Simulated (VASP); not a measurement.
Crystal: GaP.

```xyz
2
Lattice="0.0000 2.7252 2.7252 2.7252 0.0000 2.7252 2.7252 2.7252 0.0000" Properties=species:S:1:pos:R:3 pbc="T T T"
Ga    0.0000    0.0000    0.0000
P     1.3626    1.3626    1.3626
```

* Program: VASP 6.6.1
* Task: relaxation of cell and atoms
* Functional: LDA
* Potentials or basis: VASP PAW LDA potentials, release 64 (Ga_d, P)
* Cutoff: 600 eV
* k mesh: 10 × 10 × 10
* Occupations: gaussian, width 0.01 eV
* Spin: no spin polarisation

At the start: pressure -2.7 GPa; volume 20.24 Å³/atom.

Problem. How do energy, volume and symmetry change on relaxing?

Solution. Over 3 steps the energy falls by 5.4 meV/atom and the volume is 19.61 Å³/atom (-3.1 %); space group F-43m (No. 216, to 0.05 Å).

The path:
```csv
step,energy change (eV),largest force (eV/Å),pressure (GPa),volume (Å³)
1,0.0000,0.0000,-2.65,40.48
2,-0.0075,0.0000,1.60,38.55
3,-0.0108,0.0000,-0.01,39.22
```

Final structure:
```cif
data_structure
_symmetry_space_group_name_H-M 'P 1'
_symmetry_Int_Tables_number 1
_cell_length_a 3.8136
_cell_length_b 3.8136
_cell_length_c 3.8136
_cell_angle_alpha 60.000
_cell_angle_beta 60.000
_cell_angle_gamma 60.000
_cell_volume 39.22
loop_
_atom_site_label
_atom_site_type_symbol
_atom_site_fract_x
_atom_site_fract_y
_atom_site_fract_z
_atom_site_occupancy
Ga1 Ga 0.00000 0.00000 0.00000 1
P1 P 0.25000 0.25000 0.25000 1
```
